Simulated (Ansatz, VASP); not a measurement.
## Two plane-wave programs on SnTe3

```
CELL_PARAMETERS angstrom
4.88633 0.00000 0.00000
0.00000 4.88633 0.00000
0.00000 0.00000 4.88633
ATOMIC_POSITIONS crystal
Sn 0.00000 0.00000 0.00000
Te 0.00000 0.50000 0.50000
Te 0.50000 0.00000 0.50000
Te 0.50000 0.50000 0.00000
```

Change from the starting cell: species swapped into the SmY3 type (Pm-3m, No. 221).

Alike in both runs: functional PBE; k mesh 10 × 10 × 10; occupations gaussian, width 0.1 eV; no spin polarisation.

Ansatz relaxed the structure, and its values are those at the end. VASP's run is a single point on that final structure, the one shown.

|  | VASP | Ansatz |
| --- | --- | --- |
| version | VASP 6.6.1 | Ansatz 0.2.0 |
| potentials or method | VASP PAW PBE potentials, release 64 (Sn_d, Te), cutoff 520 eV | scalar-relativistic, plane waves, PAW |
| valence electrons in the cell | 32 | 62 |

|  | VASP | Ansatz | Ansatz less VASP |
| --- | --- | --- | --- |
| gap on the k mesh at the Fermi level (eV) | none | none | - |
| pressure (GPa) | -0.1 | 0.0 | +0.06 |

A gap of «none» marks a metal or a gap that the smearing closes. VASP's potentials hold 32 valence electrons a cell and Ansatz's 62, so a difference there can come from the potentials and not from the codes.

Neither program's run includes spin-orbit coupling.
